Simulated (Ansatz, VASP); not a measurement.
# Two plane-wave programs on H

Contents of INCAR:

```
SYSTEM = H
PREC = Accurate
ENCUT = 600
EDIFF = 1E-6
ISMEAR = 0
SIGMA = 0.1
LREAL = .FALSE.
LASPH = .TRUE.
NELM = 60
ALGO = Normal
ISIF = 3
LWAVE = .FALSE.
LCHARG = .FALSE.
GGA = PE
IBRION = 2
NSW = 90
EDIFFG = -0.025
```

The input KPOINTS:

```
Automatic mesh
0
G
  26 26 26
  0 0 0
```

POSCAR

```
H
1.0
    0.0000000000      1.1505636501      1.1505636501
    1.1505636501      0.0000000000      1.1505636501
    1.1505636501      1.1505636501      0.0000000000
H
1
Direct
    0.5000000000      0.5000000000      0.5000000000
```

Input for Ansatz:

```yaml
crystal:
  lattice:
    - [0.0, 1.1505636501, 1.1505636501]
    - [1.1505636501, 0.0, 1.1505636501]
    - [1.1505636501, 1.1505636501, 0.0]
  atoms:
    - { symbol: H, position: [0.5, 0.5, 0.5] }
basis:
  ecutwfc: 420
kpoints:
  mp_grid: { grid: [26, 26, 26] }
hamiltonian:
  xc: pbe
scf:
  occupations: { method: gaussian, width: 0.1 }
output:
  forces: true
  stress: true
  eigenvalues: true
  write_density: true
  write_potential: true
  elf: true
  volumetric_format: npy
relax:
  adjacent_minimum: "off"
  f_tol: 0.025
  max_steps: 70
  cell: { stress_tol: 0.12 }
```

Alike in both runs: task relaxation of cell and atoms; functional PBE; k mesh 26 × 26 × 26; occupations gaussian, width 0.1 eV; no spin polarisation.

|  | VASP | Ansatz |
| --- | --- | --- |
| version | VASP 6.6.1 | Ansatz 0.2.0 |
| potentials or method | VASP PAW PBE potentials, release 64 (H), cutoff 600 eV | scalar-relativistic, plane waves, PAW |
| valence electrons in the cell | 1 | 1 |

|  | VASP | Ansatz | Ansatz less VASP |
| --- | --- | --- | --- |
| gap on the k mesh at the Fermi level, each at its own relaxed structure (eV) | none | none | - |
| relaxed volume (Å³/atom) | 2.96 | 2.98 | +0.016 |
| relaxed cell length with the largest relative difference (Å) | 1.612 | 1.615 | +0.0029 |

A gap of «none» marks a metal or a gap that the smearing closes.
